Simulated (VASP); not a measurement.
A run of VASP 6.6.1 is set up as follows.

Contents of INCAR:

```
ALGO = Normal
EDIFF = 1E-6
ENCUT = 500
GGA = PS
GGA_COMPAT = F
ISIF = 2
ISMEAR = 0
LASPH = T
LCHARG = F
LREAL = F
LWAVE = F
NBANDS = 15
NELM = 120
PREC = Accurate
SIGMA = 0.01
```

The input KPOINTS:

```
k-points
0
Gamma
  8 8 8
```

POSCAR

```
CaS
1.0
   -0.0140858529      2.8101276520      2.8101276520
    2.8101276520     -0.0140858529      2.8101276520
    2.8101276520      2.8101276520     -0.0140858529
Ca S
1 1
Direct
    0.0000000000      0.0000000000      0.0000000000
    0.5000000000      0.5000000000      0.5000000000
```

Potentials or basis: VASP PAW PBE potentials, release 64 (Ca_sv, S).

The run is started by

```console
$ cat potpaw_PBE.64/Ca_sv/POTCAR potpaw_PBE.64/S/POTCAR > POTCAR
$ mpirun -np 1 vasp_std > vasp.out
```

Question: What does it give for the band gap on the k mesh?

Answer: 2.13 eV (least direct gap 2.98 eV).

Question: Predict the pressure.

Answer: 0.2 GPa.

Stress tensor (GPa, compression positive):
```
0.15 0.17 0.17
0.17 0.15 0.17
0.17 0.17 0.15
```

Caveat: the cell differs from its parent crystal (equal xy, yz and zx engineering shears of -0.5 %); the PAW data sets were made with another functional, which shifts forces and pressure a little. A k mesh can miss the band edges.
